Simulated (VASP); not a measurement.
Write the native input for VASP 6.6.1 that does the following.

| Property | Result |
| --- | --- |
| Task | single point |
| Functional | PBE |
| Potentials or basis | VASP PAW PBE potentials, release 64 (Zr_sv, N) |
| Cutoff | 600 eV |
| k mesh | 11 × 11 × 11 |
| Occupations | methfessel-paxton, width 0.1 eV |
| Spin | no spin polarisation |
| Dipole correction | no |
| Further INCAR settings | ALGO = Normal; EDIFF = 1e-06; NBANDS = 16 |

The structure of ZrN lies in POSCAR:

```
ZrN
1.0
    0.0000000000      2.2689151084      2.2689151084
    2.2689151084      0.0000000000      2.2689151084
    2.2689151084      2.2689151084      0.0000000000
Zr N
1 1
Direct
    0.5000000000      0.5000000000      0.5000000000
    0.0000000000      0.0000000000      0.0000000000
```

The input as run:

INCAR

```
SYSTEM = ZrN
  ALGO = Normal
  EDIFF = 1E-6
  ENCUT = 600
  GGA = PE
  GGA_COMPAT = .False.
  ISIF = 2
  ISMEAR = 1
  LASPH = .True.
  LCHARG = .False.
  LREAL = .False.
  LWAVE = .False.
  NBANDS = 16
  NELM = 120
  PREC = Accurate
  SIGMA = 0.1
```

KPOINTS

```
k-points
0
Gamma
  11 11 11
  0 0 0
```

Potentials or basis: VASP PAW PBE potentials, release 64 (Zr_sv, N).

Launch:

```sh
$ cat potpaw_PBE.64/Zr_sv/POTCAR potpaw_PBE.64/N/POTCAR > POTCAR
$ mpirun -np 1 vasp_std > vasp.out
```

Results of the run:

```yaml
Pressure: 10.3 GPa
```

Wall time 16 s on 1 thread of AMD EPYC 9R45 96-Core Processor (Zen 5) (shared host), peak memory 0.14 GiB.
